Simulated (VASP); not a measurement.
A run of VASP 6.6.1:

INCAR

```
SYSTEM = TiPt3
PREC     = Accurate       ! precision mode
ENCUT    = 500            ! plane-wave cutoff, eV
EDIFF    = 1E-6           ! SCF threshold, eV
ISMEAR   = -1             ! smearing method
SIGMA    = 0.1            ! smearing width, eV
LREAL    = .False.        ! projectors in reciprocal space
LASPH    = .True.         ! aspherical terms in the spheres
NELM     = 120            ! most SCF steps
ALGO     = Normal         ! electronic algorithm
ISIF     = 2              ! what is computed and relaxed
LWAVE    = .False.        ! write WAVECAR
LCHARG   = .False.        ! write CHGCAR
GGA      = PS             ! functional
NBANDS   = 29             ! bands
GGA_COMPAT= .False.
```

Contents of KPOINTS:

```
Automatic mesh
0
Gamma
  5 5 5
  0 0 0
```

POSCAR

```
TiPt3
1.0
    3.8970000000      0.0000000000      0.0000000000
    0.0000000000      3.8970000000      0.0000000000
    0.0000000000      0.0000000000      3.8970000000
Ti Pt
1 3
Direct
    0.0000000000      0.0000000000      0.0000000000
    0.0000000000      0.5000000000      0.5000000000
    0.5000000000      0.0000000000      0.5000000000
    0.5000000000      0.5000000000      0.0000000000
```

Potentials or basis: VASP PAW PBE potentials, release 64 (Ti_sv, Pt).

The run is started by

```sh
$ cat potpaw_PBE.64/Ti_sv/POTCAR potpaw_PBE.64/Pt/POTCAR > POTCAR
$ mpirun -np 1 vasp_std > vasp.out
```

Hardware: 1 thread of Intel Xeon 8259CL (shared host).

Task: How long does it take, and how much memory?

Result: Run time: 27 s on 1 thread of Intel Xeon 8259CL, on a shared host, peak memory 0.16 GiB. Counts: scf iterations 16, k points 10.
